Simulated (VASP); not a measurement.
# AlN (R3m) in VASP: further runs

Runs on AlN. Level: PBE. Tasks: single point.

Program: VASP 6.6.1. These are calculated values, not measurements. Logs are shortened: lines on timing, memory, paths and dates and some standing lists are left out, and cuts for length are marked.

## Step 1: The cell of the first run

Symmetry: R3m, No. 160, trigonal system. The conventional cell has a = 3.089 Å, b = 3.089 Å, c = 7.566 Å, α = 90.00°, β = 90.00°, γ = 120.00°. Within 2.5 Å of Al (site symmetry 3m) lie 4 N at 1.85 to 2.04 Å. Within 2.5 Å of N (site symmetry 3m) lie 4 Al at 1.85 to 2.04 Å.

## Step 2: Single point, PBE

Input file INCAR:

```
SYSTEM = AlN
PREC     = Accurate       ! precision mode
ENCUT    = 520            ! plane-wave cutoff, eV
EDIFF    = 1E-6           ! SCF threshold, eV
ISMEAR   = 0              ! smearing method
SIGMA    = 0.05           ! smearing width, eV
LREAL    = .FALSE.        ! projectors in reciprocal space
LASPH    = .TRUE.         ! aspherical terms in the spheres
NELM     = 60             ! most SCF steps
ALGO     = Normal         ! electronic algorithm
ISIF     = 2              ! what is computed and relaxed
LWAVE    = .FALSE.        ! write WAVECAR
LCHARG   = .FALSE.        ! write CHGCAR
GGA      = PE             ! functional
NBANDS   = 11             ! bands
```

Input file KPOINTS:

```
Automatic mesh
0
G
  10 10 10
  0 0 0
```

Input file POSCAR:

```
AlN
1.0
    0.0000000000      2.1839935596      2.1839935596
    2.1839935596      0.0000000000      2.1839935596
    2.1839935596      2.1839935596      0.0000000000
Al N
1 1
Direct
    0.0198266474      0.0198266474      0.0198266474
    0.7500000000      0.7500000000      0.7500000000
```

Potentials or basis: VASP PAW PBE potentials, release 64 (Al, N).

Run with:

```bash
> cat potpaw_PBE.64/Al/POTCAR potpaw_PBE.64/N/POTCAR > POTCAR
> mpirun -np 1 vasp_std > vasp.out
```

OUTCAR:

```text
SYSTEM = AlN
   PREC = Accurate
   ENCUT = 520
   EDIFF = 1E-6
   ISMEAR = 0
   LREAL = .FALSE.
   LASPH = .TRUE.
   NELM = 60
   ISIF = 2
   GGA = PE

 ion  position               nearest neighbor table
   1  0.020  0.020  0.020-   2 1.85   2 1.85   2 1.85   2 2.04
   2  0.750  0.750  0.750-   1 1.85   1 1.85   1 1.85   1 2.04

  LATTYP: Found a face centered cubic cell.
 ALAT       =     4.3679871192

  Lattice vectors:

 A1 = (   0.0000000000,   2.1839935596,   2.1839935596)
 A2 = (   2.1839935596,   0.0000000000,   2.1839935596)
 A3 = (   2.1839935596,   2.1839935596,   0.0000000000)

Analysis of symmetry for initial positions (statically):
=====================================================================
 Subroutine PRICEL returns:
 Original cell was already a primitive cell.

 Routine SETGRP: Setting up the symmetry group for a
 face centered cubic supercell.

 Subroutine GETGRP returns: Found  6 space group operations
 (whereof  6 operations were pure point group operations)
 out of a pool of 48 trial point group operations.

The static configuration has the point symmetry C_3v.

Analysis of symmetry for dynamics (positions and initial velocities):
=====================================================================
 Subroutine PRICEL returns:
 Original cell was already a primitive cell.

 Routine SETGRP: Setting up the symmetry group for a
 face centered cubic supercell.

 Subroutine GETGRP returns: Found  6 space group operations
 (whereof  6 operations were pure point group operations)
 out of a pool of 48 trial point group operations.

The dynamic configuration has the point symmetry C_3v.

 Subroutine INISYM returns: Found  6 space group operations
 (whereof  6 operations are pure point group operations),
 and found     1 'primitive' translations

----------------------------------------------------------------------------------------

                                     Primitive cell

  volume of cell :      20.8345

  direct lattice vectors                    reciprocal lattice vectors
     0.000000000  2.183993560  2.183993560    -0.228938404  0.228938404  0.228938404
     2.183993560  0.000000000  2.183993560     0.228938404 -0.228938404  0.228938404
     2.183993560  2.183993560  0.000000000     0.228938404  0.228938404 -0.228938404

  length of vectors
     3.088633312  3.088633312  3.088633312     0.396532948  0.396532948  0.396532948

  position of ions in fractional coordinates (direct lattice)
     0.019826647  0.019826647  0.019826647
     0.750000000  0.750000000  0.750000000

  ion indices of the primitive-cell ions
   primitive index   ion index
                 1           1
                 2           2

----------------------------------------------------------------------------------------

 KPOINTS: Automatic mesh

Automatic generation of k-mesh.
 Grid dimensions read from file:
 generate k-points for:   10   10   10

 Generating k-lattice:

  Cartesian coordinates                     Fractional coordinates (reciprocal lattice)
    -0.022893840  0.022893840  0.022893840     0.100000000  0.000000000  0.000000000
     0.022893840 -0.022893840  0.022893840     0.000000000  0.100000000  0.000000000
     0.022893840  0.022893840 -0.022893840     0.000000000  0.000000000  0.100000000

  Length of vectors
     0.039653295  0.039653295  0.039653295

  Shift w.r.t. Gamma in fractional coordinates (k-lattice)
     0.000000000  0.000000000  0.000000000

 Subroutine IBZKPT returns following result:
 ===========================================

 Found    116 irreducible k-points:

 Following reciprocal coordinates:
            Coordinates               Weight
  0.000000  0.000000  0.000000      1.000000
  0.100000  0.000000  0.000000      6.000000
  0.100000  0.100000  0.100000      2.000000
  0.200000  0.000000  0.000000      6.000000
  0.200000  0.200000  0.200000      2.000000
  0.300000  0.000000  0.000000      6.000000
[... 16 lines left out ...]
  0.100000  0.100000 -0.400000      6.000000
  0.500000  0.400000  0.500000      6.000000
 [... further k-points ...]
   k-points           NKPTS =    116   k-points in BZ     NKDIM =    116   number of bands    NBANDS=     11
   number of dos      NEDOS =    301   number of ions     NIONS =      2
   total plane-waves  NPLWV =  13824
   dimension x,y,z NGX =    24 NGY =   24 NGZ =   24
   dimension x,y,z NGXF=    48 NGYF=   48 NGZF=   48
   ions per type =               1   1
   NGX,Y,Z   is equivalent  to a cutoff of  12.92, 12.92, 12.92 a.u.
   NGXF,Y,Z  is equivalent  to a cutoff of  25.84, 25.84, 25.84 a.u.
 SYSTEM =  AlN
   PREC   = accura    normal or accurate (medium, high low for compatibility)
   ISTART =      0    job   : 0-new  1-cont  2-samecut
   ICHARG =      2    charge: 1-file 2-atom 10-const
   ISPIN  =      1    spin polarized calculation?
   LNONCOLLINEAR =      F non collinear calculations
   LSORBIT =      F    spin-orbit coupling
   LASPH  =      T    aspherical Exc in radial PAW
   ENCUT  =  520.0 eV  38.22 Ry    6.18 a.u.   5.74  5.74  5.74*2*pi/ulx,y,z
   NELM   =     60;   NELMIN=  2; NELMDL= -5     # of ELM steps
   EDIFF  = 0.1E-05   stopping-criterion for ELM
   LREAL  =      F    real-space projection
   EDIFFG = 0.1E-04   stopping-criterion for IOM
   NSW    =      0    number of steps for IOM
   IBRION =     -1    ionic relax: 0-MD 1-quasi-New 2-CG
   NFREE  =      0    steps in history (QN), initial steepest desc. (CG)
   ISIF   =      2    stress and relaxation
   ISYM   =      2    0-nonsym 1-usesym 2-fastsym
   POTIM  = 0.5000    time-step for ionic-motion
   TEBEG  =    0.0;   TEEND  =   0.0 temperature during run
   PSTRESS=    0.0 pullay stress
   NELECT =       8.0000    total number of electrons
   NUPDOWN=      -1.0000    fix difference up-down
   EMIN   =  10.00;   EMAX   =-10.00  energy-range for DOS
   EFERMI =   0.00;   METHOD = LEGACY
   ISMEAR =     0;   SIGMA  =   0.05  broadening in eV -4-tet -1-fermi 0-gaus
   EFERMI_NEDOS =   21; number of points for ismear=-14 and -15
   IALGO  =     38    algorithm
   IMIX   =      4    mixing-type and parameters
     AMIX     =   0.40;   BMIX     =  1.00
     AMIX_MAG =   1.60;   BMIX_MAG =  1.00
  volume/ion in A,a.u.               =      10.42        70.30
  Fermi-wavevector in a.u.,A,eV,Ry     =   1.189899  2.248583 19.263943  1.415860
  Thomas-Fermi vector in A             =   2.325996
   LORBIT       =      0    0 simple, 1 ext, 2 COOP (PROOUT), +10 PAW based schemes
   GGA     = PE    functional components
   LHFCALC =     F    Hartree Fock is set to
   AEXX    =    0.0000 exact exchange contribution
   IVDW    =     0    specifies the selected vdW correction
   LEPSILON=     F    determine dielectric tensor
   LRPA    =     F    only Hartree local field effects (RPA)
 non-spin polarized calculation
 Gauss-broadening in eV      SIGMA  =   0.05
  energy-cutoff  :      520.00
  volume of cell :       20.83
 maximum number of plane-waves:       571
   NGX = 11   NGY = 11   NGZ = 11

 number of electron       8.0000000 magnetization

 Free energy of the ion-electron system (eV)
  ---------------------------------------------------
  ext. energy  EPLUGINS =         0.00000000
  ---------------------------------------------------
  free energy    TOTEN  =       -14.71094989 eV

  energy without entropy =      -14.71094989  energy(sigma->0) =      -14.71094989

 E-fermi :   6.7323     XC(G=0): -10.9324

 val. band max:        6.4082847418   @ k =   0.0000   0.0000   0.0000
 cond. band min:       9.2807864645   @ k =   0.5000   0.5000   0.0000
 fundamental gap:      2.8725017226
 Fermi energy:         6.7323344226

 k-point     1 :       0.0000    0.0000    0.0000
  band No.  band energies     occupation
      1      -9.0174      2.00000
      2       5.7369      2.00000
      3       5.7369      2.00000
      4       6.4083      2.00000
      5      10.1114      0.00000
      6      18.5285      0.00000
      7      18.5486      0.00000
      8      18.5486      0.00000
      9      23.5733      0.00000
     10      23.5733      0.00000
     11      24.4538      0.00000

 k-point     2 :       0.1000    0.0000    0.0000
  band No.  band energies     occupation
      1      -8.8707      2.00000
      2       4.9947      2.00000
      3       5.6893      2.00000
      4       6.3138      2.00000
      5      10.7447      0.00000
      6      17.9809      0.00000
      7      18.7372      0.00000
      8      18.8088      0.00000
      9      22.2880      0.00000
     10      22.3656      0.00000
     11      24.3699      0.00000

 k-point     3 :       0.1000    0.1000    0.1000
  band No.  band energies     occupation
      1      -8.8729      2.00000
      2       5.5077      2.00000
      3       5.6871      2.00000
      4       5.6871      2.00000
      5      10.8620      0.00000
      6      18.1285      0.00000
      7      18.6253      0.00000
      8      18.6253      0.00000
      9      22.5868      0.00000
     10      22.5868      0.00000
     11      23.8741      0.00000

 k-point     4 :       0.2000    0.0000    0.0000
  band No.  band energies     occupation
      1      -8.4530      2.00000
      2       3.4434      2.00000
      3       5.5705      2.00000
      4       6.1584      2.00000
      5      11.8433      0.00000
      6      17.1807      0.00000
      7      18.5742      0.00000
      8      18.8201      0.00000
      9      21.6596      0.00000
     10      21.9712      0.00000
     11      23.4389      0.00000
[... 239 lines left out ...]
 k-point    22 :       0.5000    0.1000    0.0000
  band No.  band energies     occupation
      1      -6.9176      2.00000
      2       0.2607      2.00000
      3       4.8932      2.00000
      4       5.6162      2.00000
      5      13.5835      0.00000
      6      14.7902      0.00000
      7      17.4513      0.00000
      8      17.9605      0.00000
      9      23.8113      0.00000
     10      25.1727      0.00000
     11      26.5077      0.00000

 k-point    23 :       0.1000    0.1000   -0.4000
  band No.  band energies     occupation
      1      -6.9172      2.00000
      2       0.2528      2.00000
      3       5.1503      2.00000
      4       5.3453      2.00000
      5      13.5868      0.00000
      6      14.8334      0.00000
      7      17.6718      0.00000
      8      17.7567      0.00000
      9      23.5407      0.00000
     10      25.8136      0.00000
     11      26.0626      0.00000

 k-point    24 :       0.5000    0.4000    0.5000
  band No.  band energies     occupation
      1      -6.9614      2.00000
      2       0.5363      2.00000
      3       4.8302      2.00000
      4       5.1290      2.00000
      5      13.8398      0.00000
      6      14.8751      0.00000
      7      17.4429      0.00000
      8      17.7689      0.00000
      9      24.0431      0.00000
     10      25.1200      0.00000
     11      26.2306      0.00000

 [... further k-points ...]

------------------------ aborting loop because EDIFF is reached ----------------------------------------

  FORCE on cell =-STRESS in cart. coord.  units (eV):
  Direction    XX          YY          ZZ          XY          YZ          ZX
  --------------------------------------------------------------------------------------
  -------------------------------------------------------------------------------------
  Total        0.8825107      0.8825107      0.8825107     -0.5692319     -0.5692319     -0.5692319
  in kB       67.8651023     67.8651023     67.8651023    -43.7739532    -43.7739532    -43.7739532
  external PRESSURE =      67.8651023 kB  Pullay stress =       0.0000000 kB

 VOLUME and BASIS-vectors are now :
 -----------------------------------------------------------------------------
  energy-cutoff  :      520.00
  volume of cell :       20.83
      direct lattice vectors                 reciprocal lattice vectors
     0.000000000  2.183993560  2.183993560    -0.228938404  0.228938404  0.228938404
     2.183993560  0.000000000  2.183993560     0.228938404 -0.228938404  0.228938404
     2.183993560  2.183993560  0.000000000     0.228938404  0.228938404 -0.228938404

 POSITION                                       TOTAL-FORCE (eV/Angst)
 -----------------------------------------------------------------------------------
      0.08660      0.08660      0.08660        -0.874552     -0.874552     -0.874552
      3.27599      3.27599      3.27599         0.874552      0.874552      0.874552
 -----------------------------------------------------------------------------------
    total drift:                                0.000205      0.000205      0.000206

  FREE ENERGIE OF THE ION-ELECTRON SYSTEM (eV)
  ---------------------------------------------------
  free  energy   TOTEN  =       -14.7109498899 eV

  energy  without entropy=      -14.7109498899  energy(sigma->0) =      -14.71094989
```

Wall time 11 s (1 thread of Intel Xeon Platinum 8488C (Sapphire Rapids), shared host); peak memory 0.15 GiB.

Results:

```yaml
Free_energy: -14.7109 eV
Pressure: 6.8 GPa
Largest_force: 1.515 eV/Å
Band_gap_on_the_k_mesh: 2.87 eV, indirect (least direct gap 3.70 eV)
```

Forces in eV/Å, atoms in the order of the input:
```
Al  -0.875 -0.875 -0.875
N    0.875  0.875  0.875
```

Caveat: the cell differs from its parent crystal (all Al atoms moved -0.150 Å, as atom 1 towards its neighbour atom 2 (N) at 1.891 Å); forces of over 1 eV/Å act on the atoms, so gaps and moduli don't describe the material at rest. A k mesh can miss the band edges.

## Step 3: Single point, PBE

Input file INCAR:

```
ALGO = Normal
EDIFF = 1E-7
ENCUT = 520
GGA = PE
ISIF = 2
ISMEAR = 0
LASPH = True
LCHARG = False
LREAL = False
LWAVE = False
NBANDS = 11
NELM = 80
PREC = Accurate
SIGMA = 0.05
```

Input file KPOINTS:

```
k-points
0
Gamma
  10 10 10
```

POSCAR: that of step 2 with these lines changed.

```diff
@@ -8,3 +8,3 @@
 Direct
-    0.0198266474      0.0198266474      0.0198266474
+   -0.0099133237     -0.0099133237     -0.0099133237
     0.7500000000      0.7500000000      0.7500000000
```

Potentials or basis: VASP PAW PBE potentials, release 64 (Al, N).

Run with:

```bash
> cat potpaw_PBE.64/Al/POTCAR potpaw_PBE.64/N/POTCAR > POTCAR
> mpirun -np 1 vasp_std > vasp.out
```

It took 13 s on 1 thread of Intel Xeon Platinum 8488C (Sapphire Rapids), shared host; peak memory 0.14 GiB.

The run converged. Its results:

| Property | Result |
| --- | --- |
| Free energy | -14.7938 eV |
| Pressure | 5.4 GPa |
| Largest force | 1.320 eV/Å |
| Band gap on the k mesh | 3.21 eV, indirect (least direct gap 4.07 eV) |

Forces on the atoms (eV/Å):
```
Al   0.762  0.762  0.762
N   -0.762 -0.762 -0.762
```

Stress tensor (GPa, compression positive):
```
5.39 3.72 3.72
3.72 5.39 3.72
3.72 3.72 5.39
```

Levels at points of the mesh, in eV from the valence-band top:
```tsv
k point	band 1	band 2	band 3	band 4	band 5	band 6	band 7	band 8
(0.00, 0.00, 0.00)	-15.09	-0.34	0.00	0.00	4.07	12.43	12.43	12.49
(0.50, 0.00, 0.00)	-13.05	-5.93	-0.76	-0.49	7.27	9.76	10.91	11.15
(0.50, 0.50, 0.50)	-13.03	-6.06	-0.48	-0.48	7.19	9.66	11.09	11.09
(0.50, 0.50, 0.00)	-12.41	-5.01	-1.96	-1.80	3.21	8.48	13.81	15.62
```

Caveat: the cell differs from its parent crystal (all Al atoms moved +0.075 Å, as atom 1 towards its neighbour atom 2 (N) at 1.891 Å); forces of over 1 eV/Å act on the atoms, so gaps and moduli don't describe the material at rest.

## Step 4: Single point, PBE

Input file INCAR:

```
ALGO = Normal ; EDIFF = 1E-6
ENCUT = 520 ; GGA = PE
ISIF = 2 ; ISMEAR = 0
LASPH = T ; LCHARG = F
LREAL = F ; LWAVE = F
NBANDS = 11 ; NELM = 60
PREC = Accurate ; SIGMA = 0.05
```

KPOINTS is that of step 3.

POSCAR: that of step 3 with these lines changed.

```diff
@@ -8,3 +8,3 @@
 Direct
-   -0.0099133237     -0.0099133237     -0.0099133237
+    0.0099133237      0.0099133237      0.0099133237
     0.7500000000      0.7500000000      0.7500000000
```

Run with:

```bash
> cat potpaw_PBE.64/Al/POTCAR potpaw_PBE.64/N/POTCAR > POTCAR
> mpirun -np 1 vasp_std > vasp.out
```

It took 9.4 s on 1 thread of Intel Xeon Platinum 8488C (Sapphire Rapids), shared host; peak memory 0.15 GiB.

The run converged. Its results:

| Item | Value |
| --- | --- |
| Free energy | -14.8039 eV |
| Pressure | 5.2 GPa |
| Largest force | 0.916 eV/Å |
| Band gap on the k mesh | 3.09 eV, indirect (least direct gap 3.96 eV) |

Forces in eV/Å, atoms in the order of the input:
```
Al  -0.529 -0.529 -0.529
N    0.529  0.529  0.529
```

Stress tensor (GPa, compression positive):
```
 5.21 -2.59 -2.59
-2.59  5.21 -2.59
-2.59 -2.59  5.21
```

Levels at points of the mesh, in eV from the valence-band top:
```
           k point  band 1  band 2  band 3  band 4  band 5  band 6  band 7  band 8
(0.00, 0.00, 0.00)  -15.21   -0.34   -0.34    0.00    3.96   12.32   12.35   12.35
(0.50, 0.00, 0.00)  -13.15   -6.11   -0.80   -0.53    7.11    9.60   10.86   11.04
(0.50, 0.50, 0.50)  -13.18   -5.97   -0.81   -0.81    7.23    9.70   10.87   10.87
(0.50, 0.50, 0.00)  -12.53   -5.13   -2.08   -1.91    3.09    8.37   13.70   15.49
```

Caveat: the cell differs from its parent crystal (all Al atoms moved -0.075 Å, as atom 1 towards its neighbour atom 2 (N) at 1.891 Å).
